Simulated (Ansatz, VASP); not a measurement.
# C in VASP and in Ansatz

File INCAR:

```
PREC = Accurate
ENCUT = 910
EDIFF = 1E-7
ISMEAR = -1
SIGMA = 0.05
LREAL = False
LASPH = True
NELM = 120
ALGO = Normal
ISIF = 3
LWAVE = False
LCHARG = False
GGA = B5
ALDAX = 1.0
AGGAX = 1.0
AGGAC = 1.0
ALDAC = 0.0
IBRION = 2
NSW = 80
EDIFFG = -0.01
GGA_COMPAT = False
NELMIN = 4
```

File KPOINTS:

```
regular mesh
0
Gamma
  8 8 3
```

Contents of POSCAR:

```
C
1.0
    2.4640014744      0.0000000000      0.0000000000
   -1.2320007372      2.1338878718      0.0000000000
    0.0000000000      0.0000000000      6.7110000000
C
4
Direct
    0.0000000000      0.0000000000      0.2500000000
    0.0000000000      0.0000000000      0.7500000000
    0.3333333333      0.6666666667      0.2500000000
    0.6666666667      0.3333333333      0.7500000000
```

Input for Ansatz:

```yaml
crystal:
  lattice:
    - [2.4640014744, 0.0, 0.0]
    - [-1.2320007372, 2.1338878718, 0.0]
    - [0.0, 0.0, 6.711]
  atoms:
    - { symbol: C, position: [0.0, 0.0, 0.25] }
    - { symbol: C, position: [0.0, 0.0, 0.75] }
    - { symbol: C, position: [0.3333333333, 0.6666666667, 0.25] }
    - { symbol: C, position: [0.6666666667, 0.3333333333, 0.75] }
hamiltonian:
  xc: blyp
  pseudopotentials:
    kind: paw
    azcp:
      C: "pseudopotentials/C.paw.azcp"
basis:
  ecutwfc: 420
  fft_grid_basis: typed
kpoints:
  mp_grid: { grid: [8, 8, 3], shift: [0, 0, 0] }
magnetization:
  spin_polarized: false
scf:
  occupations: { method: fermi_dirac, width: 0.05 }
relax:
  max_steps: 60
  f_tol: 0.01
  cell: {}
```

Alike in both runs: task relaxation of cell and atoms; functional BLYP; k mesh 8 × 8 × 3; occupations fermi-dirac, width 0.05 eV; no spin polarisation.

|  | VASP | Ansatz |
| --- | --- | --- |
| version | VASP 6.6.1 | Ansatz 0.2.0 |
| potentials or method | VASP PAW PBE potentials, release 64 (C_h), cutoff 910 eV | plane waves (420 eV) with PAW, scalar-relativistic |
| valence electrons in the cell | 16 | 16 |

Ansatz gave:

| Item | Value |
| --- | --- |
| relaxed volume (Å³/atom) | 15.87 |
| relaxed cell length with the largest relative difference (Å) | 11.975 |

**Question.** What did VASP give for the same quantities?

**Answer.** Relaxed volume (Å³/atom): 9.93; relaxed cell length with the largest relative difference (Å): 7.504.

VASP's potentials were made for PBE, not for BLYP. One of these differences is far larger than is usual between the two programs; its cause wasn't traced.

Noted on VASP's run: the cutoff is short for stress, so the pressure is rough.
